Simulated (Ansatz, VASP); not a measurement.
## TiO2: VASP beside Ansatz

File INCAR:

```
PREC = Accurate ; ENCUT = 520
EDIFF = 1E-8 ; ISMEAR = -1
SIGMA = 0.02 ; LREAL = F
LASPH = T ; NELM = 80
ALGO = Normal ; ISIF = 2
LWAVE = F ; LCHARG = F
GGA = PS ; LEFG = T
NBANDS = 33
```

File KPOINTS:

```
regular mesh
0
Gamma
  11 11 11
```

File POSCAR:

```
TiO2
1.0
   -1.8921000000      1.8921000000      4.7573000000
    1.8921000000     -1.8921000000      4.7573000000
    1.8921000000      1.8921000000     -4.7573000000
Ti O
2 4
Direct
    0.0000000000      0.0000000000      0.0000000000
    0.7500000000      0.2500000000      0.5000000000
    0.2087868538      0.2087868538      0.0000000000
    0.9587868538      0.4587868538      0.5000000000
    0.5412131462      0.0412131462      0.5000000000
    0.7912131462      0.7912131462      0.0000000000
```

Input for Ansatz:

```yaml
crystal:
  lattice:
    - [-1.8921, 1.8921, 4.7573]
    - [1.8921, -1.8921, 4.7573]
    - [1.8921, 1.8921, -4.7573]
  atoms:
    - { symbol: Ti, position: [0.0, 0.0, 0.0] }
    - { symbol: Ti, position: [0.75, 0.25, 0.5] }
    - { symbol: O, position: [0.2087868538, 0.2087868538, 0.0] }
    - { symbol: O, position: [0.9587868538, 0.4587868538, 0.5] }
    - { symbol: O, position: [0.5412131462, 0.0412131462, 0.5] }
    - { symbol: O, position: [0.7912131462, 0.7912131462, 0.0] }
kpoints:
  mp_grid: { grid: [11, 11, 11] }
scf:
  occupations: { method: fermi_dirac, width: 0.02 }
hamiltonian:
  xc: pbesol
  pseudopotentials: { kind: paw }
output:
  forces: true
  stress: true
  populations: true
  efg:
    quadrupole_moments_barn: { Ti: 0.247, O: -0.02558 }
    contact_densities: true
```

Alike in both runs: task electric field gradients; functional PBEsol; k mesh 11 × 11 × 11; occupations fermi-dirac, width 0.02 eV; no spin polarisation.

|  | VASP | Ansatz |
| --- | --- | --- |
| version | VASP 6.6.1 | Ansatz 0.2.0 |
| potentials or method | VASP PAW PBE potentials, release 64 (Ti_sv, O) | plane-wave PAW, scalar-relativistic |
| plane-wave cutoff (eV) | 520 | 420 |
| valence electrons in the cell | 48 | 48 |

```csv
,VASP,Ansatz,Ansatz less VASP
gap on the k mesh at the Fermi level (eV),2.03,2.05,+0.024
pressure (GPa),-0.7,-1.4,-0.68
"traceless stress, the component that is largest in VASP (GPa)",-0.11,-0.16,-0.049
rms of the force components (eV/Å),0.041,0.051,+0.0097
size of Vzz on the site where it differs most (V/Å²),15.3,17.1,+1.74
```

VASP's potentials were made for PBE, not for PBEsol. Atom by atom the forces differ by 0.010 eV/Å (rms over components).
